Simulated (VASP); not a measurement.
Write the native input for VASP 6.6.1 that does the following.

| Property | Result |
| --- | --- |
| Task | relaxation of volume and atoms at fixed shape |
| Functional | LDA |
| Potentials or basis | VASP PAW LDA potentials, release 64 (Pd) |
| Cutoff | 600 eV |
| k mesh | 10 × 10 × 10 |
| Occupations | methfessel-paxton, width 0.1 eV |
| Spin | no spin polarisation |
| Dipole correction | no |
| Further INCAR settings | ALGO = Normal; EDIFF = 1e-06; IBRION = 2; EDIFFG = -0.02; NSW = 80; ISIF = 8 |

The structure of Pd lies in POSCAR:

```
Pd
1.0
    0.0000000000      1.9465000000      1.9465000000
    1.9465000000      0.0000000000      1.9465000000
    1.9465000000      1.9465000000      0.0000000000
Pd
1
Direct
    0.0000000000      0.0000000000      0.0000000000
```

One way to write it, as run:

INCAR

```
PREC     = Accurate       # precision mode
ENCUT    = 600            # plane-wave cutoff, eV
EDIFF    = 1E-6           # SCF threshold, eV
ISMEAR   = 1              # smearing method
SIGMA    = 0.1            # smearing width, eV
LREAL    = False          # projectors in reciprocal space
LASPH    = True           # aspherical terms in the spheres
NELM     = 100            # most SCF steps
ALGO     = Normal         # electronic algorithm
ISIF     = 8              # what is computed and relaxed
LWAVE    = False          # write WAVECAR
LCHARG   = False          # write CHGCAR
IBRION   = 2              # ionic algorithm
NSW      = 80             # ionic steps
EDIFFG   = -0.02          # ionic threshold
```

KPOINTS

```
regular mesh
0
Gamma
  10 10 10
```

Potentials or basis: VASP PAW LDA potentials, release 64 (Pd).

Launch:

```bash
$ cat potpaw_LDA.64/Pd/POTCAR > POTCAR
$ mpirun -np 1 vasp_std > vasp.out
```

Results of the run:

- Relaxed volume: 14.16 Å³/atom
- Relaxed cell: a = 2.716 Å, b = 2.716 Å, c = 2.716 Å, α = 60.00°, β = 60.00°, γ = 60.00°
- Space group after relaxing (to 0.05 Å): Fm-3m (No. 225)
- Energy gained by relaxing: 16.7 meV/atom
- Ionic steps: 3
- Pressure after relaxing: -0.2 GPa
- Band gap on the k mesh: zero (band 5 reaches 10.64 eV, above the bottom of band 6 at 8.95 eV)

Run time: 11 s on 1 thread of Intel(R) Xeon(R) Platinum 8259CL CPU @ 2.50GHz (Skylake/Cascade Lake), on a shared host, peak memory 0.14 GiB.
